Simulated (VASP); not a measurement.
# SiO2 (Stishovite) (P4_2/mnm) in VASP: settings compared, part 2 of 2

VASP 6.6.1. Earlier steps stand in the parts before.

### 4 Single point, r2SCAN

File POSCAR:

```
SiO2
1.0
    4.1851894793      0.0000000000      0.0000000000
    0.0000000000      4.1851894793      0.0000000000
    0.0000000000      0.0000000000      2.6688395656
Si O
2 4
Direct
    0.0000000000      0.0000000000      0.0000000000
    0.5000000000      0.5000000000      0.5000000000
    0.3061010396      0.3061010396      0.0000000000
    0.1938989604      0.8061010396      0.5000000000
    0.6938989604      0.6938989604      0.0000000000
    0.8061010396      0.1938989604      0.5000000000
```

File INCAR.step1:

```
PREC = Accurate
ENCUT = 520
ISMEAR = 0
SIGMA = 0.01
LREAL = F
LASPH = T
NELM = 100
NBANDS = 25
GGA = PE
ALGO = Normal
EDIFF = 1E-4
LWAVE = T
LCHARG = F
```

File INCAR.step2:

```
PREC = Accurate
ENCUT = 520
EDIFF = 1E-6
ISMEAR = 0
SIGMA = 0.01
LREAL = F
LASPH = T
NELM = 100
ALGO = Normal
ISIF = 2
LWAVE = F
LCHARG = F
METAGGA = R2SCAN
LMIXTAU = T
NBANDS = 25
ISTART = 1
```

File KPOINTS:

```
regular mesh
0
Gamma
  6 6 8
```

Potentials or basis: VASP PAW PBE potentials, release 64 (Si, O).

The run is started by

```
$ cat potpaw_PBE.64/Si/POTCAR potpaw_PBE.64/O/POTCAR > POTCAR
$ cp INCAR.step1 INCAR
$ mpirun -np 1 vasp_std > vasp.out
$ cp INCAR.step2 INCAR
$ mpirun -np 1 vasp_std > vasp.out
```

OUTCAR:

```text
PREC = Accurate
   ENCUT = 520
   EDIFF = 1E-6
   ISMEAR = 0
   LREAL = F
   LASPH = T
   NELM = 100
   ISIF = 2
   METAGGA = R2SCAN
   ISTART = 1

 ion  position               nearest neighbor table
   1  0.000  0.000  0.000-   4 1.76   6 1.76   4 1.76   6 1.76   5 1.81   3 1.81
   2  0.500  0.500  0.500-   3 1.76   5 1.76   3 1.76   5 1.76   4 1.81   6 1.81
   3  0.306  0.306  0.000-   2 1.76   2 1.76   1 1.81
   4  0.194  0.806  0.500-   1 1.76   1 1.76   2 1.81
   5  0.694  0.694  0.000-   2 1.76   2 1.76   1 1.81
   6  0.806  0.194  0.500-   1 1.76   1 1.76   2 1.81

  LATTYP: Found a simple tetragonal cell.
 ALAT       =     4.1851894793
 C/A-ratio  =     0.6376866755

  Lattice vectors:

 A1 = (   4.1851894793,   0.0000000000,   0.0000000000)
 A2 = (   0.0000000000,   4.1851894793,   0.0000000000)
 A3 = (   0.0000000000,   0.0000000000,   2.6688395656)

Analysis of symmetry for initial positions (statically):
=====================================================================
 Subroutine PRICEL returns:
 Original cell was already a primitive cell.

 Routine SETGRP: Setting up the symmetry group for a
 simple tetragonal supercell.

 Subroutine GETGRP returns: Found 16 space group operations
 (whereof  8 operations were pure point group operations)
 out of a pool of 16 trial point group operations.

The static configuration has the point symmetry D_2h.
 The point group associated with its full space group is D_4h.

Analysis of symmetry for dynamics (positions and initial velocities):
=====================================================================
 Subroutine PRICEL returns:
 Original cell was already a primitive cell.

 Routine SETGRP: Setting up the symmetry group for a
 simple tetragonal supercell.

 Subroutine GETGRP returns: Found 16 space group operations
 (whereof  8 operations were pure point group operations)
 out of a pool of 16 trial point group operations.

The dynamic configuration has the point symmetry D_2h.
[... 125 lines left out ...]
   IALGO  =     38    algorithm
   IMIX   =      4    mixing-type and parameters
     AMIX     =   0.40;   BMIX     =  1.00
     AMIX_MAG =   1.60;   BMIX_MAG =  1.00
  volume/ion in A,a.u.               =       7.79        52.58
  Fermi-wavevector in a.u.,A,eV,Ry     =   1.442804  2.726504 28.323011  2.081683
  Thomas-Fermi vector in A             =   2.561283
   LORBIT       =      0    0 simple, 1 ext, 2 COOP (PROOUT), +10 PAW based schemes
   METAGGA = R2SCAN    functional components
   LHFCALC =     F    Hartree Fock is set to
   AEXX    =    0.0000 exact exchange contribution
   IVDW    =     0    specifies the selected vdW correction
   LEPSILON=     F    determine dielectric tensor
   LRPA    =     F    only Hartree local field effects (RPA)
 non-spin polarized calculation
 Gauss-broadening in eV      SIGMA  =   0.01
  energy-cutoff  :      520.00
  volume of cell :       46.75
 maximum number of plane-waves:      1282
 NGX is ok and might be reduce to    32
   NGX = 15   NGY = 15   NGZ =  9

 number of electron      31.9999977 magnetization

 Free energy of the ion-electron system (eV)
  ---------------------------------------------------
  ext. energy  EPLUGINS =         0.00000000
  ---------------------------------------------------
  free energy    TOTEN  =       -58.78561284 eV

  energy without entropy =      -58.78561284  energy(sigma->0) =      -58.78561284

 E-fermi :   7.8577     XC(G=0): -12.8668

 val. band max:        7.7882643490   @ k =   0.0000   0.0000   0.0000
 cond. band min:      14.2970416601   @ k =   0.0000   0.0000   0.0000
 fundamental gap:      6.5087773111
 Fermi energy:         7.8576566941

 k-point     1 :       0.0000    0.0000    0.0000
  band No.  band energies     occupation
      1     -15.7435      2.00000
      2     -12.1600      2.00000
      3     -12.1600      2.00000
      4     -11.9008      2.00000
      5      -3.2430      2.00000
      6       1.2824      2.00000
[... 661 lines left out ...]
     24      21.8277      0.00000
     25      22.6212      0.00000

 [... further k-points ...]
[... 5 lines left out ...]
  --------------------------------------------------------------------------------------
  -------------------------------------------------------------------------------------
  Total        0.0271858      0.0271858      0.2891550      0.0000000      0.0000000      0.0000000
  in kB        0.9317506      0.9317506      9.9103412      0.0000000      0.0000000      0.0000000
  external PRESSURE =       3.9246141 kB  Pullay stress =       0.0000000 kB

 VOLUME and BASIS-vectors are now :
 -----------------------------------------------------------------------------
  energy-cutoff  :      520.00
  volume of cell :       46.75
      direct lattice vectors                 reciprocal lattice vectors
     4.185189479  0.000000000  0.000000000     0.238937808  0.000000000  0.000000000
     0.000000000  4.185189479  0.000000000     0.000000000  0.238937808  0.000000000
     0.000000000  0.000000000  2.668839566     0.000000000  0.000000000  0.374694685

 POSITION                                       TOTAL-FORCE (eV/Angst)
 -----------------------------------------------------------------------------------
      0.00000      0.00000      0.00000         0.000000     -0.000000      0.000000
      2.09259      2.09259      1.33442         0.000000     -0.000000      0.000000
      1.28109      1.28109      0.00000        -0.015151     -0.015151      0.000000
      0.81150      3.37369      1.33442         0.015151     -0.015151      0.000000
      2.90410      2.90410      0.00000         0.015151      0.015151     -0.000000
      3.37369      0.81150      1.33442        -0.015151      0.015151     -0.000000
 -----------------------------------------------------------------------------------
    total drift:                                0.000000     -0.000000     -0.000000

  FREE ENERGIE OF THE ION-ELECTRON SYSTEM (eV)
  ---------------------------------------------------
  free  energy   TOTEN  =       -58.7856128361 eV

  energy  without entropy=      -58.7856128361  energy(sigma->0) =      -58.78561284
```

OUTCAR.step1:

```text
PREC = Accurate
   ENCUT = 520
   ISMEAR = 0
   LREAL = F
[... 912 lines left out ...]
      1.28109      1.28109      0.00000        -0.071107     -0.071107     -0.000000
      0.81150      3.37369      1.33442         0.071107     -0.071107     -0.000000
      2.90410      2.90410      0.00000         0.071107      0.071107      0.000000
      3.37369      0.81150      1.33442        -0.071107      0.071107      0.000000
 -----------------------------------------------------------------------------------
    total drift:                                0.000000     -0.000000     -0.000000

  FREE ENERGIE OF THE ION-ELECTRON SYSTEM (eV)
  ---------------------------------------------------
  free  energy   TOTEN  =       -46.2698358801 eV

  energy  without entropy=      -46.2698358801  energy(sigma->0) =      -46.26983588
```

OSZICAR.step1:

```text
N       E                     dE             d eps       ncg     rms          rms(c)
DAV:   1     0.138062586707E+03    0.13806E+03   -0.17586E+04  2500   0.123E+03
DAV:   2    -0.438331181332E+02   -0.18190E+03   -0.17344E+03  3124   0.280E+02
DAV:   3    -0.508602584734E+02   -0.70271E+01   -0.69954E+01  3308   0.528E+01
DAV:   4    -0.509061949282E+02   -0.45936E-01   -0.45922E-01  2907   0.491E+00
DAV:   5    -0.509065717974E+02   -0.37687E-03   -0.37680E-03  3346   0.421E-01    0.175E+01
DAV:   6    -0.462071482148E+02    0.46994E+01   -0.13206E+01  3141   0.244E+01    0.805E+00
DAV:   7    -0.462488459645E+02   -0.41698E-01   -0.77689E-01  3134   0.510E+00    0.294E+00
DAV:   8    -0.462630567658E+02   -0.14211E-01   -0.25612E-02  3062   0.139E+00    0.109E+00
DAV:   9    -0.462696489202E+02   -0.65922E-02   -0.95518E-03  3172   0.828E-01    0.264E-01
DAV:  10    -0.462698537489E+02   -0.20483E-03   -0.44672E-04  3116   0.152E-01    0.426E-02
DAV:  11    -0.462698358801E+02    0.17869E-04   -0.71436E-05  2016   0.631E-02
   1 F= -.46269836E+02 E0= -.46269836E+02  d E =-.536449E-93
```

Run time: 72 s. Hardware: 1 thread of Intel Xeon 6975P-C, shared host; peak memory 0.18 GiB.

Results:

```yaml
Free_energy: -58.7856 eV
Pressure: 0.4 GPa
Largest_force: 0.021 eV/Å
Band_gap_on_the_k_mesh: 6.51 eV, direct
```

Forces in eV/Å, atoms in the order of the input:
```
Si   0.000  0.000  0.000
Si   0.000  0.000  0.000
O   -0.015 -0.015  0.000
O    0.015 -0.015  0.000
O    0.015  0.015  0.000
O   -0.015  0.015  0.000
```

Stress tensor (GPa, compression positive):
```
0.09 0.00 0.00
0.00 0.09 0.00
0.00 0.00 0.99
```

Levels at points of the mesh, in eV from the valence-band top:
```csv
k point,band 12,band 13,band 14,band 15,band 16,band 17,band 18,band 19,band 20,band 21
"(0.00, 0.00, 0.00)",-3.18,-2.52,-0.88,-0.88,0.00,6.51,7.64,9.47,9.47,12.05
"(0.50, 0.00, 0.00)",-3.93,-2.72,-2.72,-1.08,-1.08,8.70,8.70,10.05,10.05,12.08
"(0.50, 0.50, 0.00)",-3.31,-2.68,-2.68,-2.32,-2.32,8.39,8.39,11.05,11.05,14.33
"(0.00, 0.00, 0.50)",-4.66,-3.10,-3.10,-2.71,-2.71,10.14,10.14,13.74,13.74,13.90
"(0.50, 0.00, 0.50)",-4.00,-2.31,-2.31,-1.80,-1.80,9.81,9.81,10.88,10.88,13.30
"(0.50, 0.50, 0.50)",-4.53,-1.78,-1.78,-1.60,-1.60,8.15,8.15,12.00,12.00,12.78
```

Caveat: the PAW data sets were made with another functional, which shifts forces and pressure a little. A k mesh can miss the band edges.
